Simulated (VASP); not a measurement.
# Cu (P6_3/mmc) in VASP: a series of runs

The runs below take Cu through single point, with PBE.

Program: VASP 6.6.1. These are calculated values, not measurements. Logs are shortened: lines on timing, memory, paths and dates and some standing lists are left out, and cuts for length are marked.

**1. The cell of the first run**

It takes space group P6_3/mmc (No. 194, hexagonal). The conventional cell has a = 2.661 Å, b = 2.661 Å, c = 4.318 Å, α = 90.00°, β = 90.00°, γ = 120.00°. Within 3.5 Å of Cu (site symmetry -6m2) lie 12 Cu at 2.65 to 2.66 Å.

**2. Single point, PBE (strain +0.050 along x and y, +0.050 along z)**

Input file INCAR:

```
  PREC = Accurate
  ENCUT = 520
  EDIFF = 1E-7
  ISMEAR = 0
  SIGMA = 0.15
  LREAL = F
  LASPH = T
  NELM = 60
  ALGO = Fast
  ISIF = 2
  LWAVE = F
  LCHARG = T
  GGA = PE
  LELF = T
  LVHAR = T
  NBANDS = 18
```

Input file KPOINTS:

```
regular mesh
0
Gamma
  24 24 12
```

Input file POSCAR:

```
Cu
1.0
    2.6608015033      0.0000000000      0.0000000000
   -1.3304007516      2.3043216963      0.0000000000
    0.0000000000      0.0000000000      4.3181995500
Cu
2
Direct
    0.3333333333      0.6666666667      0.2500000000
    0.6666666667      0.3333333333      0.7500000000
```

Potentials or basis: VASP PAW PBE potentials, release 64 (Cu).

On the command line:

```bash
> cat potpaw_PBE.64/Cu/POTCAR > POTCAR
> mpirun -np 1 vasp_std > vasp.out
```

OUTCAR:

```text
PREC = Accurate
   ENCUT = 520
   EDIFF = 1E-7
   ISMEAR = 0
   LREAL = F
   LASPH = T
   NELM = 60
   ISIF = 2
   GGA = PE

 ion  position               nearest neighbor table
   1  0.333  0.667  0.250-   2 2.65   2 2.65   2 2.65   2 2.65   2 2.65   2 2.65
   2  0.667  0.333  0.750-   1 2.65   1 2.65   1 2.65   1 2.65   1 2.65   1 2.65

  LATTYP: Found a hexagonal cell.
 ALAT       =     2.6608015033
 C/A-ratio  =     1.6228942838

  Lattice vectors:

 A1 = (   2.6608015033,   0.0000000000,   0.0000000000)
 A2 = (  -1.3304007516,   2.3043216963,   0.0000000000)
 A3 = (   0.0000000000,   0.0000000000,   4.3181995500)

Analysis of symmetry for initial positions (statically):
=====================================================================
 Subroutine PRICEL returns:
 Original cell was already a primitive cell.

 Routine SETGRP: Setting up the symmetry group for a
 hexagonal supercell.

 Subroutine GETGRP returns: Found 24 space group operations
 (whereof 12 operations were pure point group operations)
 out of a pool of 24 trial point group operations.

The static configuration has the point symmetry D_3d.
 The point group associated with its full space group is D_6h.

Analysis of symmetry for dynamics (positions and initial velocities):
=====================================================================
 Subroutine PRICEL returns:
 Original cell was already a primitive cell.

 Routine SETGRP: Setting up the symmetry group for a
 hexagonal supercell.

 Subroutine GETGRP returns: Found 24 space group operations
 (whereof 12 operations were pure point group operations)
 out of a pool of 24 trial point group operations.

The dynamic configuration has the point symmetry D_3d.
 The point group associated with its full space group is D_6h.

 Subroutine INISYM returns: Found 24 space group operations
 (whereof 12 operations are pure point group operations),
 and found     1 'primitive' translations

----------------------------------------------------------------------------------------

                                     Primitive cell

  volume of cell :      26.4764

  direct lattice vectors                    reciprocal lattice vectors
     2.660801503  0.000000000  0.000000000     0.375826607  0.216983593  0.000000000
    -1.330400752  2.304321696  0.000000000     0.000000000  0.433967185  0.000000000
     0.000000000  0.000000000  4.318199550     0.000000000  0.000000000  0.231577996

  length of vectors
     2.660801503  2.660801503  4.318199550     0.433967185  0.433967185  0.231577996

  position of ions in fractional coordinates (direct lattice)
     0.333333333  0.666666667  0.250000000
     0.666666667  0.333333333  0.750000000

  ion indices of the primitive-cell ions
   primitive index   ion index
                 1           1
                 2           2

----------------------------------------------------------------------------------------

 KPOINTS: regular mesh

Automatic generation of k-mesh.
 Grid dimensions read from file:
 generate k-points for:   24   24   12

 Generating k-lattice:

  Cartesian coordinates                     Fractional coordinates (reciprocal lattice)
     0.015659442  0.009040983  0.000000000     0.041666667  0.000000000  0.000000000
     0.000000000  0.018081966  0.000000000     0.000000000  0.041666667  0.000000000
     0.000000000  0.000000000  0.019298166     0.000000000  0.000000000  0.083333333

  Length of vectors
     0.018081966  0.018081966  0.019298166

  Shift w.r.t. Gamma in fractional coordinates (k-lattice)
     0.000000000  0.000000000  0.000000000

 Subroutine IBZKPT returns following result:
 ===========================================

 Found    427 irreducible k-points:

 Following reciprocal coordinates:
            Coordinates               Weight
  0.000000  0.000000  0.000000      1.000000
  0.041667 -0.000000  0.000000      6.000000
  0.083333  0.000000  0.000000      6.000000
  0.125000  0.000000  0.000000      6.000000
  0.166667 -0.000000  0.000000      6.000000
  0.208333  0.000000  0.000000      6.000000
[... 16 lines left out ...]
  0.416667  0.041667  0.000000     12.000000
  0.458333  0.041667  0.000000     12.000000
 [... further k-points ...]
   k-points           NKPTS =    427   k-points in BZ     NKDIM =    427   number of bands    NBANDS=     18
   number of dos      NEDOS =    301   number of ions     NIONS =      2
   total plane-waves  NPLWV =  12800
   dimension x,y,z NGX =    20 NGY =   20 NGZ =   32
   dimension x,y,z NGXF=    40 NGYF=   40 NGZF=   64
   ions per type =               2
   NGX,Y,Z   is equivalent  to a cutoff of  12.50, 12.50, 12.32 a.u.
   NGXF,Y,Z  is equivalent  to a cutoff of  24.99, 24.99, 24.64 a.u.
 SYSTEM =  unknown system
   PREC   = accura    normal or accurate (medium, high low for compatibility)
   ISTART =      0    job   : 0-new  1-cont  2-samecut
   ICHARG =      2    charge: 1-file 2-atom 10-const
   ISPIN  =      1    spin polarized calculation?
   LNONCOLLINEAR =      F non collinear calculations
   LSORBIT =      F    spin-orbit coupling
   LASPH  =      T    aspherical Exc in radial PAW
   ENCUT  =  520.0 eV  38.22 Ry    6.18 a.u.   4.95  4.95  8.03*2*pi/ulx,y,z
   NELM   =     60;   NELMIN=  2; NELMDL= -5     # of ELM steps
   EDIFF  = 0.1E-06   stopping-criterion for ELM
   LREAL  =      F    real-space projection
   EDIFFG = 0.1E-05   stopping-criterion for IOM
   NSW    =      0    number of steps for IOM
   IBRION =     -1    ionic relax: 0-MD 1-quasi-New 2-CG
   NFREE  =      0    steps in history (QN), initial steepest desc. (CG)
   ISIF   =      2    stress and relaxation
   ISYM   =      2    0-nonsym 1-usesym 2-fastsym
   POTIM  = 0.5000    time-step for ionic-motion
   TEBEG  =    0.0;   TEEND  =   0.0 temperature during run
   PSTRESS=    0.0 pullay stress
   NELECT =      22.0000    total number of electrons
   NUPDOWN=      -1.0000    fix difference up-down
   EMIN   =  10.00;   EMAX   =-10.00  energy-range for DOS
   EFERMI =   0.00;   METHOD = LEGACY
   ISMEAR =     0;   SIGMA  =   0.15  broadening in eV -4-tet -1-fermi 0-gaus
   EFERMI_NEDOS =   21; number of points for ismear=-14 and -15
   IALGO  =     68    algorithm
   IMIX   =      4    mixing-type and parameters
     AMIX     =   0.40;   BMIX     =  1.00
     AMIX_MAG =   1.60;   BMIX_MAG =  1.00
  volume/ion in A,a.u.               =      13.24        89.34
  Fermi-wavevector in a.u.,A,eV,Ry     =   1.539086  2.908451 32.229297  2.368787
  Thomas-Fermi vector in A             =   2.645364
   LORBIT       =      0    0 simple, 1 ext, 2 COOP (PROOUT), +10 PAW based schemes
   GGA     = PE    functional components
   LHFCALC =     F    Hartree Fock is set to
   AEXX    =    0.0000 exact exchange contribution
   IVDW    =     0    specifies the selected vdW correction
   LEPSILON=     F    determine dielectric tensor
   LRPA    =     F    only Hartree local field effects (RPA)
 non-spin polarized calculation
 RMM-DIIS sequential band-by-band and
 Gauss-broadening in eV      SIGMA  =   0.15
  energy-cutoff  :      520.00
  volume of cell :       26.48
 maximum number of plane-waves:       744
 NGX is ok and might be reduce to    20
   NGX =  9   NGY =  9   NGZ = 17

 number of electron      21.9999987 magnetization

 Free energy of the ion-electron system (eV)
  ---------------------------------------------------
  ext. energy  EPLUGINS =         0.00000000
  ---------------------------------------------------
  free energy    TOTEN  =        -7.35722188 eV

  energy without entropy =       -7.35019378  energy(sigma->0) =       -7.35370783

 E-fermi :   6.2570     XC(G=0): -12.0761

 val. band max:        6.2563240383   @ k =   0.5000   0.0000   0.0833
 cond. band min:       6.2590225730   @ k =   0.1667  -0.0000   0.1667
 fundamental gap:      0.0026985347
 Fermi energy:         6.2570231025

 k-point     1 :       0.0000    0.0000    0.0000
  band No.  band energies     occupation
      1      -2.2637      2.00000
      2       1.7916      2.00000
      3       3.5726      2.00000
      4       3.6064      2.00000
      5       3.6064      2.00000
      6       3.7818      2.00000
[... 10 lines left out ...]
     17      27.9460      0.00000
     18      27.9465      0.00000

 k-point     2 :       0.0417   -0.0000    0.0000
  band No.  band energies     occupation
      1      -2.2120      2.00000
      2       1.8208      2.00000
      3       3.5288      2.00000
      4       3.6236      2.00000
      5       3.6462      2.00000
      6       3.7733      2.00000
[... 10 lines left out ...]
     17      28.6489      0.00000
     18      28.9322      0.00000

 k-point     3 :       0.0833    0.0000    0.0000
  band No.  band energies     occupation
      1      -2.0577      2.00000
      2       1.9050      2.00000
      3       3.4628      2.00000
      4       3.6743      2.00000
      5       3.6969      2.00000
      6       3.7541      2.00000
[... 10 lines left out ...]
     17      29.4103      0.00000
     18      29.4585      0.00000

 k-point     4 :       0.1250    0.0000    0.0000
  band No.  band energies     occupation
      1      -1.8031      2.00000
      2       2.0347      2.00000
      3       3.3867      2.00000
      4       3.6925      2.00000
      5       3.7368      2.00000
      6       3.7560      2.00000
[... 10 lines left out ...]
     17      28.4330      0.00000
     18      29.1523      0.00000

 k-point     5 :       0.1667   -0.0000    0.0000
  band No.  band energies     occupation
      1      -1.4523      2.00000
      2       2.1917      2.00000
      3       3.3075      2.00000
      4       3.4865      2.00000
      5       3.6478      2.00000
      6       3.8627      2.00000
[... 10 lines left out ...]
     17      26.6574      0.00000
     18      27.6202      0.00000

 k-point     6 :       0.2083    0.0000    0.0000
  band No.  band energies     occupation
      1      -1.0127      2.00000
      2       2.3459      2.00000
      3       3.2399      2.00000
      4       3.2472      2.00000
      5       3.6046      2.00000
      6       3.8024      2.00000
[... 10 lines left out ...]
     17      24.9450      0.00000
     18      26.0411      0.00000

 k-point     7 :       0.2500    0.0000    0.0000
  band No.  band energies     occupation
      1      -0.4961      2.00000
      2       2.4565      2.00000
      3       3.0385      2.00000
      4       3.2036      2.00000
      5       3.5817      2.00000
      6       3.7411      2.00000
[... 10 lines left out ...]
     17      23.4310      0.00000
     18      24.8799      0.00000

 k-point     8 :       0.2917    0.0000    0.0000
  band No.  band energies     occupation
      1       0.0766      2.00000
      2       2.4932      2.00000
      3       2.8642      2.00000
      4       3.2078      2.00000
      5       3.5976      2.00000
      6       3.6827      2.00000
[... 10 lines left out ...]
     17      22.0370      0.00000
     18      24.3357      0.00000
[... 229 lines left out ...]
     17      22.8988      0.00000
     18      25.1353      0.00000

 k-point    20 :       0.2917    0.0417    0.0000
  band No.  band energies     occupation
      1       0.4064      2.00000
      2       2.5025      2.00000
      3       2.7889      2.00000
      4       3.1999      2.00000
      5       3.6239      2.00000
      6       3.6324      2.00000
[... 10 lines left out ...]
     17      21.3500      0.00000
     18      24.7721      0.00000

 k-point    21 :       0.3333    0.0417    0.0000
  band No.  band energies     occupation
      1       0.9848      2.00000
      2       2.4585      2.00000
      3       2.6682      2.00000
      4       3.2511      2.00000
      5       3.5889      2.00000
      6       3.6892      2.00000
[... 10 lines left out ...]
     17      19.8493      0.00000
     18      24.5195      0.00000

 k-point    22 :       0.3750    0.0417    0.0000
  band No.  band energies     occupation
      1       1.4811      2.00000
      2       2.3994      2.00000
      3       2.5794      2.00000
      4       3.3430      2.00000
      5       3.5557      2.00000
      6       3.6933      2.00000
[... 10 lines left out ...]
     17      18.5080      0.00000
     18      24.3428      0.00000

 k-point    23 :       0.4167    0.0417    0.0000
  band No.  band energies     occupation
      1       1.8244      2.00000
      2       2.3418      2.00000
      3       2.5210      2.00000
      4       3.4642      2.00000
      5       3.5335      2.00000
      6       3.6613      2.00000
[... 10 lines left out ...]
     17      18.0749      0.00000
     18      24.2296      0.00000

 k-point    24 :       0.4583    0.0417    0.0000
  band No.  band energies     occupation
      1       1.9965      2.00000
      2       2.2981      2.00000
      3       2.4921      2.00000
      4       3.5226      2.00000
      5       3.5544      2.00000
      6       3.6444      2.00000
[... 10 lines left out ...]
     17      17.9298      0.00000
     18      24.1743      0.00000

 [... further k-points ...]
[... 5 lines left out ...]
  --------------------------------------------------------------------------------------
  -------------------------------------------------------------------------------------
  Total       -1.7614892     -1.7614892     -1.5531328     -0.0000000     -0.0000000      0.0000000
  in kB     -106.5938805   -106.5938805    -93.9855047     -0.0000000     -0.0000000      0.0000000
  external PRESSURE =    -102.3910886 kB  Pullay stress =       0.0000000 kB

 VOLUME and BASIS-vectors are now :
 -----------------------------------------------------------------------------
  energy-cutoff  :      520.00
  volume of cell :       26.48
      direct lattice vectors                 reciprocal lattice vectors
     2.660801503  0.000000000  0.000000000     0.375826607  0.216983593  0.000000000
    -1.330400752  2.304321696  0.000000000     0.000000000  0.433967185  0.000000000
     0.000000000  0.000000000  4.318199550     0.000000000  0.000000000  0.231577996

 POSITION                                       TOTAL-FORCE (eV/Angst)
 -----------------------------------------------------------------------------------
     -0.00000      1.53621      1.07955         0.000000      0.000000      0.000000
      1.33040      0.76811      3.23865        -0.000000     -0.000000      0.000000
 -----------------------------------------------------------------------------------
    total drift:                                0.000000     -0.000000      0.000000

  FREE ENERGIE OF THE ION-ELECTRON SYSTEM (eV)
  ---------------------------------------------------
  free  energy   TOTEN  =        -7.3572218763 eV

  energy  without entropy=       -7.3501937794  energy(sigma->0) =       -7.35370783
```

It took 3.7 min on 1 thread of Intel Xeon Platinum 8488C (Sapphire Rapids), shared host; peak memory 0.27 GiB.

Results:

```
Free energy            : -7.3572 eV
Pressure               : -10.2 GPa
Band gap on the k mesh : zero (band 11 reaches 10.03 eV, above the bottom of band 12 at 4.45 eV)
```

Stress tensor (GPa, compression positive):
```
-10.66   0.00   0.00
  0.00 -10.66   0.00
  0.00   0.00  -9.40
```

Levels at points of the mesh, in eV from the Fermi level:
```
           k point  band 8  band 9  band 10  band 11  band 12  band 13  band 14  band 15
(0.00, 0.00, 0.00)   -2.25   -2.25    -1.61    -1.61    -0.63     3.30    19.92    19.92
(0.50, 0.00, 0.00)   -1.55   -1.49    -1.46     0.01     1.31     7.28     7.52     9.90
(0.00, 0.00, 0.50)   -2.69   -1.80    -1.80    -1.80    -1.80    11.67    11.67    20.99
(0.50, 0.00, 0.50)   -1.74   -1.50    -1.50     0.61     0.61     4.23     4.23    14.89
```

Caveat: the cell differs from its parent crystal (strain +0.050 along x and y, +0.050 along z).

**3. Single point, PBE (strain -0.050 along x and y, -0.050 along z)**

Input file INCAR:

```
  ALGO = Fast
  EDIFF = 1E-6
  ENCUT = 520
  GGA = PE
  ISIF = 2
  ISMEAR = 0
  LASPH = True
  LCHARG = False
  LREAL = False
  LWAVE = False
  NBANDS = 18
  NELM = 60
  PREC = Accurate
  SIGMA = 0.15
```

Input file KPOINTS:

```
k-points
0
Gamma
  24 24 12
```

Input file POSCAR:

```
Cu
1.0
    2.4073918363      0.0000000000      0.0000000000
   -1.2036959182      2.0848624871      0.0000000000
    0.0000000000      0.0000000000      3.9069424500
Cu
2
Direct
    0.3333333333      0.6666666667      0.2500000000
    0.6666666667      0.3333333333      0.7500000000
```

Potentials or basis: VASP PAW PBE potentials, release 64 (Cu).

On the command line:

```bash
> cat potpaw_PBE.64/Cu/POTCAR > POTCAR
> mpirun -np 1 vasp_std > vasp.out
```

It took 60 s on 1 thread of Intel Xeon 6975P-C (Granite Rapids), shared host; peak memory 0.23 GiB.

Results (log left out):

- Free energy: -6.9150 eV
- Pressure: 46.6 GPa
- Band gap on the k mesh: zero (band 11 reaches 14.65 eV, above the bottom of band 12 at 7.88 eV)

Stress tensor (GPa, compression positive):
```
45.57  0.00  0.00
 0.00 45.57  0.00
 0.00  0.00 48.74
```

Levels at points of the mesh, in eV from the Fermi level:
| k point | band 8 | band 9 | band 10 | band 11 | band 12 | band 13 | band 14 | band 15 |
| --- | --- | --- | --- | --- | --- | --- | --- | --- |
| (0.00, 0.00, 0.00) | -2.97 | -2.97 | -1.96 | -1.96 | -1.51 | 4.89 | 22.74 | 24.61 |
| (0.50, 0.00, 0.00) | -1.85 | -1.76 | -1.71 | -0.02 | 1.95 | 8.73 | 9.39 | 11.93 |
| (0.00, 0.00, 0.50) | -3.67 | -2.25 | -2.25 | -2.25 | -2.25 | 14.29 | 14.29 | 23.53 |
| (0.50, 0.00, 0.50) | -2.23 | -1.76 | -1.76 | 0.30 | 0.30 | 5.94 | 5.94 | 18.08 |

Caveat: the cell differs from its parent crystal (strain -0.050 along x and y, -0.050 along z).

(Part 1 of 2 ends here.)
